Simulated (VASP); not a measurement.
Runs of VASP 6.6.1 on Ga2O3. The structure is that of space group R-3c (No. 167), or close to it. The cells are those of the table. 

```tsv
cell	gap on the mesh (eV)	pressure (GPa)	largest force (eV/Å)
a = 5.209 Å, angles 58.1°, 10 atoms	2.78	11.7	0.40
a = 5.534 Å, angles 55.9°, 10 atoms	1.66	(a)	0.01
a = 5.456 Å, angles 53.7°, 10 atoms	2.62	7.6	(b)
a = 5.479 Å, angles 58.0°, 10 atoms	1.33	-15.3	0.15
a = 5.264 Å, angles 55.9°, 10 atoms	3.21	(c)	0.02
a = 5.630 Å, angles 54.8°, 10 atoms	1.44	-14.6	0.05
a = 5.516 Å, angles 51.6°, 10 atoms	2.70	15.7	0.59
a = 5.385 Å, angles 59.1°, 10 atoms	1.45	-12.2	0.29
a = 5.360 Å, angles 54.8°, 10 atoms	2.93	13.0	0.16
```

Alike in all rows: task single point; level PBE; potentials or basis VASP PAW PBE potentials, release 64 (Ga_d, O); no spin polarisation; k mesh 6 × 6 × 6; cutoff (eV) 520; smearing gaussian 0.05 eV.

Task: Estimate the missing entries.

Result: (a) -11.7; (b) 0.27; (c) 19.2.

A k mesh can miss the band edges, and the runs leave out spin-orbit coupling on Ga.
